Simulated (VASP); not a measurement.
A run of VASP 6.6.1:

INCAR

```
SYSTEM = HfTa
  ALGO = Fast
  EDIFF = 1E-7
  ENCUT = 520
  GGA = PS
  ISIF = 2
  ISMEAR = -1
  LASPH = .True.
  LCHARG = .False.
  LREAL = .False.
  LWAVE = .False.
  NBANDS = 18
  NELM = 100
  PREC = Accurate
  SIGMA = 0.05
```

Contents of KPOINTS:

```
k-points
0
Gamma
  6 6 3
  0 0 0
```

POSCAR

```
HfTa
1.0
    1.7127470000     -2.3996010000      0.0000000000
    1.7127470000      2.3996010000      0.0000000000
    0.0000000000      0.0000000000      4.8475550000
Ta Hf
1 1
Direct
    0.5000000000      0.5000000000      0.5000000000
    0.0000000000      0.0000000000      0.0000000000
```

Potentials or basis: VASP PAW PBE potentials, release 64 (Ta_pv, Hf_pv).

The run is started by

```bash
$ cat potpaw_PBE.64/Ta_pv/POTCAR potpaw_PBE.64/Hf_pv/POTCAR > POTCAR
$ mpirun -np 1 vasp_std > vasp.out
```

Hardware: 1 thread of AMD EPYC 7R13, on a shared host.

Q: Estimate the wall time of this run.

A: It took 52 s on 1 thread of AMD EPYC 7R13, with other jobs on the host, peak memory 0.13 GiB. Counts: scf iterations 16, k points 26.
